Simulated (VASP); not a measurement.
Wanted: the native input for a VASP 6.6.1 run.

| Quantity | Value |
| --- | --- |
| Task | single point |
| Functional | LDA |
| Potentials or basis | VASP PAW LDA potentials, release 64 (H) |
| Cutoff | 520 eV |
| k mesh | 10 × 10 × 26 |
| Occupations | gaussian, width 0.05 eV |
| Spin | no spin polarisation |
| Dipole correction | no |
| Further INCAR settings | ALGO = Normal; EDIFF = 1e-06; NBANDS = 6 |

The structure of H lies in POSCAR:

```
H
1.0
    2.5833977704      0.0000000000      0.0000000000
    0.0000000000      2.5833977704      0.0000000000
    0.0000000000      0.0000000000      0.9314682740
H
1
Direct
    0.0000000000      0.0000000000      0.5000000000
```

This cell differs from its parent crystal: strain -0.025 along x and y, -0.050 along z.

These files were run (other wordings do the same):

INCAR

```
PREC     = Accurate       # precision mode
ENCUT    = 520            # plane-wave cutoff, eV
EDIFF    = 1E-6           # SCF threshold, eV
ISMEAR   = 0              # smearing method
SIGMA    = 0.05           # smearing width, eV
LREAL    = F              # projectors in reciprocal space
LASPH    = T              # aspherical terms in the spheres
NELM     = 80             # most SCF steps
ALGO     = Normal         # electronic algorithm
ISIF     = 2              # what is computed and relaxed
LWAVE    = F              # write WAVECAR
LCHARG   = F              # write CHGCAR
GGA      = CA             # functional
NBANDS   = 6              # bands
```

KPOINTS

```
regular mesh
0
Gamma
  10 10 26
```

Potentials or basis: VASP PAW LDA potentials, release 64 (H).

Run with:

```console
$ cat potpaw_LDA.64/H/POTCAR > POTCAR
$ mpirun -np 1 vasp_std > vasp.out
```

It gave:

```yaml
Pressure: 8.2 GPa
```

Caveat: the cell differs from its parent crystal (strain -0.025 along x and y, -0.050 along z).

Wall time 3.7 s on 1 thread of Intel(R) Xeon(R) 6975P-C (Granite Rapids) (shared host), peak memory 0.11 GiB.
